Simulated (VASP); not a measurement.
# AlNi (I4mm) in VASP: single point with PBE

Aim: the single point of AlNi with PBE.

Program: VASP 6.6.1. These are calculated values, not measurements. Logs are shortened: lines on timing, memory, paths and dates and some standing lists are left out, and cuts for length are marked.

### 1 The cell of the first run

Symmetry: I4mm, No. 107, tetragonal system. The conventional cell has a = 5.778 Å, b = 5.778 Å, c = 5.802 Å, α = 90.00°, β = 90.00°, γ = 90.00°. Al (site symmetry m) has 8 Ni at 2.38 to 2.64 Å and 6 Al at 2.89 to 2.90 Å within 3.1 Å. Within 3.2 Å of Ni (site symmetry 4mm) lie 8 Al at 2.38 to 2.64 Å and 6 Ni at 2.68 to 3.13 Å. Ni (site symmetry 2mm) has 8 Al at 2.51 Å and 6 Ni at 2.89 to 2.90 Å within 3.3 Å. Ni (site symmetry 4mm) has 8 Al at 2.51 Å and 6 Ni at 2.68 to 3.13 Å within 3.3 Å.

### 2 Single point, PBE (atom 5 (Ni) moved +0.225 Å along Cartesian [0 0 1])

File INCAR:

```
ALGO     = Fast           # electronic algorithm
EDIFF    = 1E-6           # SCF threshold, eV
ENCUT    = 520            # plane-wave cutoff, eV
GGA      = PE             # functional
ISIF     = 2              # what is computed and relaxed
ISMEAR   = 0              # smearing method
LASPH    = True           # aspherical terms in the spheres
LCHARG   = False          # write CHGCAR
LREAL    = False          # projectors in reciprocal space
LWAVE    = False          # write WAVECAR
NBANDS   = 36             # bands
NELM     = 60             # most SCF steps
PREC     = Accurate       # precision mode
SIGMA    = 0.15           # smearing width, eV
```

File KPOINTS:

```
k-points
0
Gamma
  14 14 14
```

File POSCAR:

```
AlNi
1.0
    4.0856196139      0.0000000000     -2.9011416498
   -4.0856196139      0.0000000000     -2.9011416498
    0.0000000000      4.0856196139      2.9011416498
Al Ni
4 4
Direct
    0.0000000000      0.0000000000      0.0000000000
    0.5000000000      1.0000000000      0.5000000000
    0.0000000000      0.5000000000      0.5000000000
    0.5000000000      0.5000000000      0.0000000000
   -0.0387778377     -0.0387778377      0.5000000000
    0.5000000000      0.0000000000      0.0000000000
    0.0000000000      0.5000000000      0.0000000000
    0.5000000000      0.5000000000      0.5000000000
```

Potentials or basis: VASP PAW PBE potentials, release 64 (Al, Ni).

Launch:

```
$ cat potpaw_PBE.64/Al/POTCAR potpaw_PBE.64/Ni/POTCAR > POTCAR
$ mpirun -np 1 vasp_std > vasp.out
```

OUTCAR:

```text
EDIFF = 1E-6
   ENCUT = 520
   GGA = PE
   ISIF = 2
   ISMEAR = 0
   LASPH = True
   LREAL = False
   NELM = 60
   PREC = Accurate

 ion  position               nearest neighbor table
   1  0.000  0.000  0.000-   5 2.38   7 2.51   8 2.51   6 2.51   7 2.51   6 2.51   8 2.51   5 2.64
                             3 2.89   2 2.89   2 2.89   3 2.89   4 2.90   4 2.90
   2  0.500  0.000  0.500-   5 2.38   6 2.51   7 2.51   8 2.51   6 2.51   8 2.51   7 2.51   5 2.64
                             4 2.89   1 2.89   1 2.89   4 2.89   3 2.90   3 2.90
   3  0.000  0.500  0.500-   5 2.38   6 2.51   7 2.51   8 2.51   7 2.51   8 2.51   6 2.51   5 2.64
                             1 2.89   1 2.89   4 2.89   4 2.89   2 2.90   2 2.90
   4  0.500  0.500  0.000-   5 2.38   6 2.51   7 2.51   8 2.51   8 2.51   6 2.51   7 2.51   5 2.64
                             2 2.89   2 2.89   3 2.89   3 2.89   1 2.90   1 2.90
   5  0.961  0.961  0.500-   1 2.38   2 2.38   3 2.38   4 2.38   2 2.64   3 2.64   1 2.64   4 2.64
                             8 2.68   6 2.90   7 2.90   6 2.90   7 2.90
   6  0.500  0.000  0.000-   1 2.51   2 2.51   3 2.51   4 2.51   2 2.51   4 2.51   1 2.51   3 2.51
                             8 2.89   8 2.89   5 2.90   5 2.90   7 2.90   7 2.90
   7  0.000  0.500  0.000-   1 2.51   2 2.51   3 2.51   4 2.51   3 2.51   1 2.51   4 2.51   2 2.51
                             8 2.89   8 2.89   5 2.90   5 2.90   6 2.90   6 2.90
   8  0.500  0.500  0.500-   1 2.51   2 2.51   3 2.51   4 2.51   4 2.51   2 2.51   3 2.51   1 2.51
                             5 2.68   6 2.89   6 2.89   7 2.89   7 2.89

  LATTYP: Found a body centered tetragonal cell.
 ALAT       =     5.7779386687
 C/A-ratio  =     1.0042133765

  Lattice vectors:

 A1 = (   4.0856196139,   0.0000000000,  -2.9011416498)
 A2 = (  -4.0856196139,   0.0000000000,  -2.9011416498)
 A3 = (   0.0000000000,   4.0856196139,   2.9011416498)

Analysis of symmetry for initial positions (statically):
=====================================================================
 Subroutine PRICEL returns:
 Original cell was already a primitive cell.

 Routine SETGRP: Setting up the symmetry group for a
 body centered tetragonal supercell.

 Subroutine GETGRP returns: Found  8 space group operations
 (whereof  2 operations were pure point group operations)
 out of a pool of 16 trial point group operations.

The static configuration has the point symmetry C_1h.
 The point group associated with its full space group is C_4v.

Analysis of symmetry for dynamics (positions and initial velocities):
=====================================================================
 Subroutine PRICEL returns:
 Original cell was already a primitive cell.

 Routine SETGRP: Setting up the symmetry group for a
 body centered tetragonal supercell.
[... 124 lines left out ...]
   ISIF   =      2    stress and relaxation
   ISYM   =      2    0-nonsym 1-usesym 2-fastsym
   POTIM  = 0.5000    time-step for ionic-motion
   TEBEG  =    0.0;   TEEND  =   0.0 temperature during run
   PSTRESS=    0.0 pullay stress
   NELECT =      52.0000    total number of electrons
   NUPDOWN=      -1.0000    fix difference up-down
   EMIN   =  10.00;   EMAX   =-10.00  energy-range for DOS
   EFERMI =   0.00;   METHOD = LEGACY
   ISMEAR =     0;   SIGMA  =   0.15  broadening in eV -4-tet -1-fermi 0-gaus
   EFERMI_NEDOS =   21; number of points for ismear=-14 and -15
   IALGO  =     68    algorithm
   IMIX   =      4    mixing-type and parameters
     AMIX     =   0.40;   BMIX     =  1.00
     AMIX_MAG =   1.60;   BMIX_MAG =  1.00
  volume/ion in A,a.u.               =      12.11        81.70
  Fermi-wavevector in a.u.,A,eV,Ry     =   1.330570  2.514412 24.087974  1.770416
  Thomas-Fermi vector in A             =   2.459647
   LORBIT       =      0    0 simple, 1 ext, 2 COOP (PROOUT), +10 PAW based schemes
   GGA     = PE    functional components
   LHFCALC =     F    Hartree Fock is set to
   AEXX    =    0.0000 exact exchange contribution
   IVDW    =     0    specifies the selected vdW correction
   LEPSILON=     F    determine dielectric tensor
   LRPA    =     F    only Hartree local field effects (RPA)
 non-spin polarized calculation
 RMM-DIIS sequential band-by-band and
 Gauss-broadening in eV      SIGMA  =   0.15
  energy-cutoff  :      520.00
  volume of cell :       96.85
 maximum number of plane-waves:      2630
 NGX is ok and might be reduce to    40
   NGX = 19   NGY = 19   NGZ = 19

 number of electron      52.0000042 magnetization

 Free energy of the ion-electron system (eV)
  ---------------------------------------------------
  ext. energy  EPLUGINS =         0.00000000
  ---------------------------------------------------
  free energy    TOTEN  =       -42.00016130 eV

  energy without entropy =      -41.96453253  energy(sigma->0) =      -41.98234691

 E-fermi :   9.8523     XC(G=0): -11.9838

 val. band max:        9.8350471926   @ k =  -0.4286   0.4286   0.2143
 cond. band min:       9.8524808029   @ k =  -0.4286   0.1429   0.0000
 fundamental gap:      0.0174336103
 Fermi energy:         9.8522774889

 k-point     1 :       0.0000    0.0000    0.0000
  band No.  band energies     occupation
      1      -1.1854      2.00000
      2       4.5958      2.00000
      3       4.5958      2.00000
      4       4.6181      2.00000
      5       6.4938      2.00000
      6       6.5301      2.00000
[... 925 lines left out ...]
     35      15.8486      0.00000
     36      16.1833      0.00000

 [... further k-points ...]
[... 5 lines left out ...]
  --------------------------------------------------------------------------------------
  -------------------------------------------------------------------------------------
  Total        0.4703669      0.4703669      0.4847586      0.0000000      0.0000000      0.0000000
  in kB        7.7809478      7.7809478      8.0190200      0.0000000      0.0000000      0.0000000
  external PRESSURE =       7.8603052 kB  Pullay stress =       0.0000000 kB

 VOLUME and BASIS-vectors are now :
 -----------------------------------------------------------------------------
  energy-cutoff  :      520.00
  volume of cell :       96.85
      direct lattice vectors                 reciprocal lattice vectors
     4.085619614  0.000000000 -2.901141650     0.122380458  0.122380458 -0.172345945
    -4.085619614  0.000000000 -2.901141650    -0.122380458  0.122380458 -0.172345945
     0.000000000  4.085619614  2.901141650     0.000000000  0.244760916  0.000000000

 POSITION                                       TOTAL-FORCE (eV/Angst)
 -----------------------------------------------------------------------------------
      0.00000      0.00000      0.00000         0.000000      0.464735      0.321648
      2.04281      2.04281      0.00000        -0.464735     -0.000000      0.321648
     -2.04281      2.04281      0.00000         0.464735     -0.000000      0.321648
      0.00000      0.00000     -2.90114         0.000000     -0.464735      0.321648
      0.00000      2.04281     -4.12671         0.000000      0.000000     -1.586768
      2.04281      0.00000     -1.45057         0.000000     -0.000000      0.102178
     -2.04281      0.00000     -1.45057         0.000000     -0.000000      0.102178
      0.00000      2.04281     -1.45057         0.000000      0.000000      0.095819
 -----------------------------------------------------------------------------------
    total drift:                               -0.000000     -0.000006      0.000578

  FREE ENERGIE OF THE ION-ELECTRON SYSTEM (eV)
  ---------------------------------------------------
  free  energy   TOTEN  =       -42.0001613015 eV

  energy  without entropy=      -41.9645325280  energy(sigma->0) =      -41.98234691
```

OSZICAR:

```text
N       E                     dE             d eps       ncg     rms          rms(c)
DAV:   1     0.321587504704E+03    0.32159E+03   -0.21746E+04 17568   0.164E+03
DAV:   2    -0.248646219235E+02   -0.34645E+03   -0.33122E+03 17568   0.342E+02
DAV:   3    -0.471071115440E+02   -0.22242E+02   -0.21198E+02 19268   0.110E+02
DAV:   4    -0.476527028882E+02   -0.54559E+00   -0.54274E+00 20860   0.162E+01
DAV:   5    -0.476705576386E+02   -0.17855E-01   -0.17851E-01 20968   0.267E+00    0.236E+01
RMM:   6    -0.547237069563E+02   -0.70531E+01   -0.11653E+02 18881   0.983E+01    0.342E+01
RMM:   7    -0.420824414919E+02    0.12641E+02   -0.35804E+01 17572   0.583E+01    0.222E+00
RMM:   8    -0.420488509890E+02    0.33591E-01   -0.10886E+00 18078   0.813E+00    0.223E+00
RMM:   9    -0.420623314644E+02   -0.13480E-01   -0.21877E-01 18844   0.380E+00    0.252E+00
RMM:  10    -0.420003109962E+02    0.62020E-01   -0.11124E-01 18590   0.272E+00    0.435E-01
RMM:  11    -0.420010388875E+02   -0.72789E-03   -0.11906E-02 19875   0.846E-01    0.438E-01
RMM:  12    -0.420001906568E+02    0.84823E-03   -0.42767E-03 20707   0.531E-01    0.241E-01
RMM:  13    -0.420002047659E+02   -0.14109E-04   -0.13228E-03 20371   0.238E-01    0.894E-02
RMM:  14    -0.420001574946E+02    0.47271E-04   -0.72966E-04 19261   0.230E-01    0.546E-02
RMM:  15    -0.420001578612E+02   -0.36667E-06   -0.27460E-04 24158   0.105E-01    0.306E-02
RMM:  16    -0.420001631111E+02   -0.52499E-05   -0.49309E-05 21635   0.328E-02    0.348E-02
RMM:  17    -0.420001613134E+02    0.17977E-05   -0.80164E-06 18953   0.174E-02    0.269E-02
RMM:  18    -0.420001613015E+02    0.11877E-07   -0.23928E-06 12397   0.938E-03
   1 F= -.42000161E+02 E0= -.41982347E+02  d E =-.356288E-01
```

It took 9.5 min on 1 thread of AMD EPYC 9R45 (Zen 5), shared host; peak memory 0.69 GiB.

What came out:

* Free energy: -42.0002 eV
* Pressure: 0.8 GPa
* Largest force: 1.587 eV/Å
* Band gap on the k mesh: zero (bands 26 and 27 overlap by 2.74 eV)

Forces in eV/Å, atoms in the order of the input:
```
Al   0.000  0.465  0.322
Al  -0.465  0.000  0.322
Al   0.465  0.000  0.322
Al   0.000 -0.465  0.322
Ni   0.000  0.000 -1.587
Ni   0.000  0.000  0.102
Ni   0.000  0.000  0.102
Ni   0.000  0.000  0.096
```

Caveat: the cell differs from its parent crystal (atom 5 (Ni) moved +0.225 Å along Cartesian [0 0 1]); forces of over 1 eV/Å act on the atoms, so gaps and moduli don't describe the material at rest.
